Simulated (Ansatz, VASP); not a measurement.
**One calculation of BaTe, two programs**

Contents of INCAR:

```
ALGO = Normal
EDIFF = 1E-8
ENCUT = 520
GGA = PE
ISIF = 2
ISMEAR = -1
LASPH = T
LCHARG = F
LEFG = T
LREAL = F
LWAVE = F
NBANDS = 15
NELM = 100
PREC = Accurate
SIGMA = 0.05
```

KPOINTS

```
k-points
0
Gamma
  9 9 9
```

Contents of POSCAR:

```
BaTe
1.0
    4.2138837783      0.0000000000      0.0000000000
    0.0000000000      4.2138837783      0.0000000000
    0.0000000000      0.0000000000      4.2138837783
Ba Te
1 1
Direct
    0.0000000000      0.0000000000      0.0000000000
    0.5000000000      0.5000000000      0.5000000000
```

Input for Ansatz:

```yaml
crystal:
  lattice:
    - [4.2138837783, 0.0, 0.0]
    - [0.0, 4.2138837783, 0.0]
    - [0.0, 0.0, 4.2138837783]
  atoms:
    - { symbol: Ba, position: [0.0, 0.0, 0.0] }
    - { symbol: Te, position: [0.5, 0.5, 0.5] }
kpoints:
  mp_grid: { grid: [9, 9, 9] }
scf:
  occupations: { method: fermi_dirac, width: 0.05 }
hamiltonian:
  xc: pbe
  pseudopotentials: { kind: paw }
output:
  forces: true
  stress: true
  eigenvalues: true
  efg: { contact_densities: true }
```

Change from the starting cell: volume scaled by 0.98, PAW files.

Alike in both runs: task electric field gradients; functional PBE; k mesh 9 × 9 × 9; occupations fermi-dirac, width 0.05 eV; no spin polarisation.

|  | VASP | Ansatz |
| --- | --- | --- |
| version | VASP 6.6.1 | Ansatz 0.2.0 |
| potentials or method | VASP PAW PBE potentials, release 64 (Ba_sv, Te) | PAW with Ansatz's default frozen-core files, scalar-relativistic |
| plane-wave cutoff (eV) | 520 | 420 |
| valence electrons in the cell | 16 | 26 |

```tsv
	VASP	Ansatz	Ansatz less VASP
pressure (GPa)	1.2	0.7	-0.51
```

The functional is the same, so the differences come from potentials, cutoffs and numerics. VASP's potentials hold 16 valence electrons a cell and Ansatz's 26, so a difference there can come from the potentials and not from the codes.

Spin-orbit coupling is off throughout.
